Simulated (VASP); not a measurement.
Crystal: InSe.

```
CELL_PARAMETERS angstrom
4.05000 0.00000 0.00000
-2.02500 3.50740 0.00000
0.00000 0.00000 16.93000
ATOMIC_POSITIONS crystal
In 0.33333 0.66667 0.15700
In 0.66667 0.33333 0.65700
In 0.33333 0.66667 0.34300
In 0.66667 0.33333 0.84300
Se 0.33333 0.66667 0.60200
Se 0.66667 0.33333 0.10200
Se 0.33333 0.66667 0.89800
Se 0.66667 0.33333 0.39800
```

- Program: VASP 6.6.1
- Task: relaxation of cell and atoms
- Functional: LDA
- Potentials or basis: VASP PAW LDA potentials, release 64 (In_d, Se)
- Cutoff: 600 eV
- k mesh: 6 × 6 × 2
- Occupations: gaussian, width 0.1 eV
- Spin: no spin polarisation

At the start: pressure 3.6 GPa; volume 30.06 Å³/atom.

Problem. Where does the relaxation end?

Solution. Over 10 steps the energy falls by 198.5 meV/atom and the volume is 28.60 Å³/atom (-4.8 %); space group P6_3/mmc (No. 194, to 0.1 Å) before and after.

Step by step:
| step | energy change (eV) | largest force (eV/Å) | pressure (GPa) | volume (Å³) |
| --- | --- | --- | --- | --- |
| 1 | 0.0000 | 2.6150 | 3.56 | 240.49 |
| 2 | -0.9304 | 0.2362 | -4.32 | 264.15 |
| 3 | -1.0146 | 0.8276 | -2.97 | 258.32 |
| 4 | -1.3841 | 0.2718 | -1.35 | 242.09 |
| 5 | -1.4091 | 0.2901 | -0.65 | 237.28 |
| 6 | -1.5221 | 0.4038 | 0.62 | 230.22 |
| 7 | -1.5308 | 0.4637 | 1.16 | 227.57 |
| 8 | -1.5830 | 0.0698 | -0.34 | 230.16 |
| 9 | -1.5844 | 0.1039 | -0.17 | 229.82 |
| 10 | -1.5883 | 0.0498 | -0.13 | 228.84 |

Final structure:
```
CELL_PARAMETERS angstrom
3.97058 0.00000 0.00000
-1.98529 3.43862 0.00000
0.00000 0.00000 16.76047
ATOMIC_POSITIONS crystal
In 0.33333 0.66667 0.16833
In 0.66667 0.33333 0.66833
In 0.33333 0.66667 0.33167
In 0.66667 0.33333 0.83167
Se 0.33333 0.66667 0.59240
Se 0.66667 0.33333 0.09240
Se 0.33333 0.66667 0.90760
Se 0.66667 0.33333 0.40760
```

Caveat: the relaxation stopped at a loose force limit of 0.05 eV/Å, so its end isn't a converged minimum.
